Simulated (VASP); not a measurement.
Crystal: Ru.

```
Ru
1.0
     4.24692    0.00000    0.00000
    -2.12346    3.67794    0.00000
     0.00000    0.00000    2.60336
Ru
3
Cartesian
  0.0000 0.0000 0.0000
  0.0000 2.4520 1.3017
  2.1235 1.2260 1.3017
```

This isn't the form of Ru at room conditions, which is hcp.

```yaml
Program: VASP 6.6.1
Task: relaxation of cell and atoms
Functional: BLYP
Potentials_or_basis: VASP PAW PBE potentials, release 64 (Ru_pv)
Cutoff: 600 eV
k_mesh: 9 × 9 × 12
Occupations: fermi-dirac, width 0.1 eV
Spin: no spin polarisation
```

At the start: pressure 28.0 GPa; volume 13.55 Å³/atom.

**Question.** Where does the relaxation end?

**Answer.** Over 10 steps the energy falls by 109.2 meV/atom and the volume is 14.84 Å³/atom (+9.5 %); space group P6/mmm (No. 191, to 0.1 Å) before and after.

The path:
```tsv
step	energy change (eV)	largest force (eV/Å)	pressure (GPa)	volume (Å³)
1	0.0000	0.0000	27.96	40.66
2	1.1662	0.0000	-32.28	56.21
3	-0.3150	0.0000	-2.52	44.93
4	-0.3175	0.0000	-0.79	44.60
5	-0.3175	0.0000	-0.34	44.52
6	-0.3265	0.0000	0.59	44.44
7	-0.3274	0.0000	0.35	44.46
8	-0.3274	0.0000	0.34	44.46
9	-0.3273	0.0000	-0.56	44.63
10	-0.3275	0.0000	0.00	44.52
```

Final structure:
```
CELL_PARAMETERS angstrom
4.33581 0.00000 0.00000
-2.16790 3.75492 0.00000
0.00000 0.00000 2.73460
ATOMIC_POSITIONS crystal
Ru 0.00000 0.00000 0.00000
Ru 0.33333 0.66667 0.50000
Ru 0.66667 0.33333 0.50000
```

Caveat: the PAW data sets were made with another functional, which shifts forces and pressure a little.
